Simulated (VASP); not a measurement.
MgO, 2 atoms in the cell. Symmetry: Fm-3m, No. 225, cubic system. The conventional cell has a = 4.159 Å, b = 4.159 Å, c = 4.159 Å, α = 90.00°, β = 90.00°, γ = 90.00°. Within 2.8 Å of Mg (site symmetry m-3m) lie 6 O at 2.08 Å. Within 2.8 Å of O (site symmetry m-3m) lie 6 Mg at 2.08 Å. 

```yaml
Program: VASP 6.6.1
Task: single point
Functional: LDA
Potentials_or_basis: VASP PAW LDA potentials, release 64 (Mg_sv, O)
Cutoff: 840 eV
k_mesh: 10 × 10 × 10
Occupations: gaussian, width 0.01 eV
Spin: no spin polarisation
Dipole_correction: no
Further_INCAR_settings: ALGO = Normal; EDIFF = 1e-06; NBANDS = 15
```

Potentials or basis: VASP PAW LDA potentials, release 64 (Mg_sv, O).

The run is started by

```bash
$ cat potpaw_LDA.64/Mg_sv/POTCAR potpaw_LDA.64/O/POTCAR > POTCAR
$ mpirun -np 1 vasp_std > vasp.out
```

Hardware: 1 thread of Intel(R) Xeon(R) Platinum 8375C CPU @ 2.90GHz (Ice Lake), on a shared host.

Task: Estimate the wall time of this run.

Result: It took 18 s on 1 thread of Intel(R) Xeon(R) Platinum 8375C CPU @ 2.90GHz (Ice Lake), with other jobs on the host, peak memory 0.15 GiB. Counts: scf iterations 12, k points 47.
